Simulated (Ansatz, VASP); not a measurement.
# One calculation of NaH, two programs

```
Na H
1.0
     0.00000    2.29200    2.38575
     2.29200    0.00000    2.38575
     2.29200    2.29200    0.00000
Na H
1 1
Cartesian
  0.0000 0.0000 0.0000
  2.2920 2.2920 2.3857
```

Alike in both runs: task single point; functional r2SCAN; k mesh 10 × 10 × 10; occupations fermi-dirac, width 0.2 eV; no spin polarisation.

|  | VASP | Ansatz |
| --- | --- | --- |
| version | VASP 6.6.1 | Ansatz 0.2.0 |
| potentials or method | VASP PAW PBE potentials, release 64 (Na_pv, H), cutoff 520 eV | scalar-relativistic, plane waves, PAW |
| valence electrons in the cell | 8 | 10 |

VASP gave:

- gap on the k mesh at the Fermi level (eV): 4.57
- least direct gap on the mesh (eV): 5.45
- pressure (GPa): 2.7
- traceless stress, the component that is largest in VASP (GPa): -1.40

Problem. What did Ansatz give for the same quantities?

Solution. gap on the k mesh at the Fermi level (eV): 4.56; least direct gap on the mesh (eV): 5.42; pressure (GPa): 2.8; traceless stress, the component that is largest in VASP (GPa): -1.41.

VASP's potentials were made for PBE, not for r2SCAN. With one functional, cell and mesh, what is left measures potentials, basis and numerics. VASP's potentials hold 8 valence electrons a cell and Ansatz's 10, so a difference there can come from the potentials and not from the codes.
